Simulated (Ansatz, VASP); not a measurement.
**Be in VASP and in Ansatz**

The input INCAR:

```
SYSTEM = Be
PREC = Accurate
ENCUT = 520
EDIFF = 1E-7
ISMEAR = -1
SIGMA = 0.1
LREAL = .False.
LASPH = .True.
NELM = 60
ALGO = Normal
ISIF = 2
LWAVE = .False.
LCHARG = .True.
GGA = PE
LELF = .True.
LVHAR = .True.
NBANDS = 10
```

Contents of KPOINTS:

```
Automatic mesh
0
Gamma
  11 11 16
  0 0 0
```

Contents of POSCAR:

```
Be
1.0
    3.4213602041      0.0000000000      0.0000000000
   -1.7106801020      2.9629848523      0.0000000000
    0.0000000000      0.0000000000      2.1015699008
Be
3
Direct
    1.0000000000      1.0000000000      1.0000000000
    0.3333333333      0.6666666667      0.5000000000
    0.6666666667      0.3333333333      0.5000000000
```

Input for Ansatz:

```yaml
crystal:
  lattice:
    - [3.4213602041, 0.0, 0.0]
    - [-1.710680102, 2.9629848523, 0.0]
    - [0.0, 0.0, 2.1015699008]
  atoms:
    - { symbol: Be, position: [1.0, 1.0, 1.0] }
    - { symbol: Be, position: [0.3333333333, 0.6666666667, 0.5] }
    - { symbol: Be, position: [0.6666666667, 0.3333333333, 0.5] }
hamiltonian:
  xc: pbe
  pseudopotentials:
    kind: paw
    azcp:
      Be: "pseudopotentials/Be.paw.azcp"
basis:
  ecutwfc: 420
  fft_grid_basis: typed
kpoints:
  mp_grid: { grid: [11, 11, 16], shift: [0, 0, 0] }
magnetization:
  spin_polarized: false
scf:
  occupations: { method: fermi_dirac, width: 0.1 }
  lower_state_search: "off"
output:
  stress: true
```

Alike in both runs: task single point; functional PBE; k mesh 11 × 11 × 16; occupations fermi-dirac, width 0.1 eV; no spin polarisation.

|  | VASP | Ansatz |
| --- | --- | --- |
| version | VASP 6.6.1 | Ansatz 0.2.0 |
| potentials or method | VASP PAW PBE potentials, release 64 (Be), cutoff 520 eV | plane waves (420 eV) with PAW, scalar-relativistic |
| valence electrons in the cell | 6 | 6 |

```csv
,VASP,Ansatz,Ansatz less VASP
pressure (GPa),18.4,18.2,-0.21
"traceless stress, the component that is largest in VASP (GPa)",-3.00,-2.96,+0.034
```
